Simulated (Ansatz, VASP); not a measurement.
Mg3Te2O in VASP and in Ansatz

```
Mg Te O
1.0
     4.24271    0.00000    0.00000
    -2.12136    3.67430    0.00000
     0.00000    0.00000    7.92921
Mg Te O
3 2 1
Cartesian
  0.0000 0.0000 3.9646
  0.0000 2.4495 0.0000
  0.0000 2.4495 3.9646
  2.1214 1.2248 1.9670
  2.1214 1.2248 5.9622
  0.0000 0.0000 0.0000
```

Change from the starting cell: species swapped into the Ce2CuGe3 type (P-6m2, No. 187).

Alike in both runs: task relaxation of cell and atoms; functional PBE; k mesh 6 × 6 × 2; occupations gaussian, width 0.1 eV; no spin polarisation.

```csv
,VASP,Ansatz
version,VASP 6.6.1,Ansatz 0.2.0
potentials or method,"VASP PAW PBE potentials, release 64 (Mg, Te, O), cutoff 600 eV","scalar-relativistic, plane waves, PAW"
valence electrons in the cell,24,68
```

|  | VASP | Ansatz | Ansatz less VASP |
| --- | --- | --- | --- |
| gap on the k mesh at the Fermi level, each at its own relaxed structure (eV) | 0.09 | 0.12 | +0.035 |
| relaxed volume (Å³/atom) | 22.82 | 23.07 | +0.247 |
| relaxed cell length with the largest relative difference (Å) | 9.059 | 9.172 | +0.1126 |

VASP's potentials hold 24 valence electrons a cell and Ansatz's 68, so a difference there can come from the potentials and not from the codes.

Neither program's run includes spin-orbit coupling.
